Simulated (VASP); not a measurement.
Here is a VASP 6.6.1 calculation.

INCAR

```
PREC     = Accurate       # precision mode
ENCUT    = 520            # plane-wave cutoff, eV
EDIFF    = 1E-6           # SCF threshold, eV
ISMEAR   = -1             # smearing method
SIGMA    = 0.03           # smearing width, eV
LREAL    = F              # projectors in reciprocal space
LASPH    = T              # aspherical terms in the spheres
NELM     = 100            # most SCF steps
ALGO     = Normal         # electronic algorithm
ISIF     = 2              # what is computed and relaxed
LWAVE    = F              # write WAVECAR
LCHARG   = T              # write CHGCAR
LELF     = T              # ELF
LVHAR    = T            
NBANDS   = 24             # bands
```

The input KPOINTS:

```
Automatic mesh
0
Gamma
  9 9 5
```

The input POSCAR:

```
TaN
1.0
    3.0901372865      0.0000000000      0.0000000000
   -1.5450686433      2.6761373914      0.0000000000
    0.0000000000      0.0000000000      5.0050074549
Ta N
2 2
Direct
    0.3333333333      0.6666666667      0.0000000000
    0.6666666667      0.3333333333      0.5000000000
    0.3333333333      0.6666666667      0.3850000000
    0.6666666667      0.3333333333      0.8850000000
```

Potentials or basis: VASP PAW LDA potentials, release 64 (Ta_pv, N).

Run with:

```bash
$ cat potpaw_LDA.64/Ta_pv/POTCAR potpaw_LDA.64/N/POTCAR > POTCAR
$ mpirun -np 1 vasp_std > vasp.out
```

Q: Predict the pressure.

A: 96.2 GPa.

Q: What does it give for the largest force?

A: 2.137 eV/Å.

Stress tensor (GPa, compression positive):
```
103.26   0.00   0.00
  0.00 103.26   0.00
  0.00   0.00  82.04
```

Caveat: forces of over 1 eV/Å act on the atoms, so gaps and moduli don't describe the material at rest.
